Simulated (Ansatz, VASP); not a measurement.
## W in VASP and in Ansatz

File INCAR:

```
PREC = Accurate
ENCUT = 520
EDIFF = 1E-8
ISMEAR = -1
SIGMA = 0.05
LREAL = F
LASPH = T
NELM = 100
ALGO = Normal
ISIF = 2
LWAVE = F
LCHARG = F
GGA = CA
LEFG = T
NBANDS = 13
```

File KPOINTS:

```
Automatic mesh
0
Gamma
  14 14 14
```

File POSCAR:

```
W
1.0
    0.0406000000      2.0503000000      2.0503000000
    2.0503000000      0.0406000000      2.0503000000
    2.0503000000      2.0503000000      0.0406000000
W
1
Direct
    0.0000000000      0.0000000000      0.0000000000
```

Input for Ansatz:

```yaml
crystal:
  lattice:
    - [0.0406, 2.0503, 2.0503]
    - [2.0503, 0.0406, 2.0503]
    - [2.0503, 2.0503, 0.0406]
  atoms:
    - { symbol: W, position: [0.0, 0.0, 0.0] }
kpoints:
  mp_grid: { grid: [14, 14, 14] }
scf:
  occupations: { method: fermi_dirac, width: 0.05 }
hamiltonian:
  xc: lda
  pseudopotentials: { kind: all_electron, datasets: crystal }
output:
  forces: true
  stress: true
  eigenvalues: true
  efg: { contact_densities: true }
```

Change from the starting cell: equal xy, yz and zx shear strains of +2 %, crystal datasets.

Alike in both runs: task electric field gradients; functional LDA; k mesh 14 × 14 × 14; occupations fermi-dirac, width 0.05 eV; no spin polarisation.

|  | VASP | Ansatz |
| --- | --- | --- |
| version | VASP 6.6.1 | Ansatz 0.2.0 |
| potentials or method | VASP PAW LDA potentials, release 64 (W_sv), cutoff 520 eV | all-electron PAW with datasets made for the crystal, scalar-relativistic |

|  | VASP | Ansatz | Ansatz less VASP |
| --- | --- | --- | --- |
| pressure (GPa) | -16.0 | -17.3 | -1.34 |
| traceless stress, the component that is largest in VASP (GPa) | 1.44 | 1.51 | +0.065 |
| size of Vzz on the site where it differs most (V/Å²) | 19.8 | 26.5 | +6.74 |

LDA's correlation is that of Perdew and Zunger in VASP and of Perdew and Wang (1992) in Ansatz. Ansatz ran all-electron here, and VASP with PAW potentials.

Spin-orbit coupling is off throughout.
